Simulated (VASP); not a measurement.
Here is a VASP 6.6.1 calculation.

Contents of INCAR:

```
SYSTEM = SnTe
ALGO = Normal
EDIFF = 1E-6
ENCUT = 500
GGA = PE
GGA_COMPAT = .False.
ISIF = 2
ISMEAR = 0
ISPIN = 2
IVDW = 12
LASPH = .True.
LCHARG = .True.
LELF = .True.
LORBIT = 11
LREAL = .False.
LVHAR = .True.
LWAVE = .False.
MAGMOM = 0.2 0.2
NBANDS = 21
NELM = 200
PREC = Accurate
SIGMA = 0.02
```

File KPOINTS:

```
k-points
0
Gamma
  9 9 9
  0 0 0
```

The input POSCAR:

```
SnTe
1.0
    4.3412781505      0.0000000000      0.0000000000
   -2.1706390753      3.7596571632      0.0000000000
   -2.1706390753      1.2532190544      3.7471944701
Sn Te
1 1
Direct
    0.0000000000      0.0000000000      0.0000000000
    0.5000000000      0.5000000000      0.5000000000
```

Potentials or basis: VASP PAW PBE potentials, release 64 (Sn_d, Te).

Run with:

```sh
$ cat potpaw_PBE.64/Sn_d/POTCAR potpaw_PBE.64/Te/POTCAR > POTCAR
$ mpirun -np 1 vasp_std > vasp.out
```

What does it give for the pressure?

1.2 GPa.

Predict the net moment.

0.00 μB per cell.

Estimate the dispersion energy per atom.

-0.410 eV.

Estimate the band gap on the k mesh.

zero (filled and empty bands overlap).

Stress tensor (GPa, compression positive):
```
1.75 0.00 0.00
0.00 1.75 0.00
0.00 0.00 0.01
```

Caveat: semilocal functionals underestimate gaps, and a narrow one can read as zero; spin-orbit coupling is left out, which moves the levels of the heavy elements.
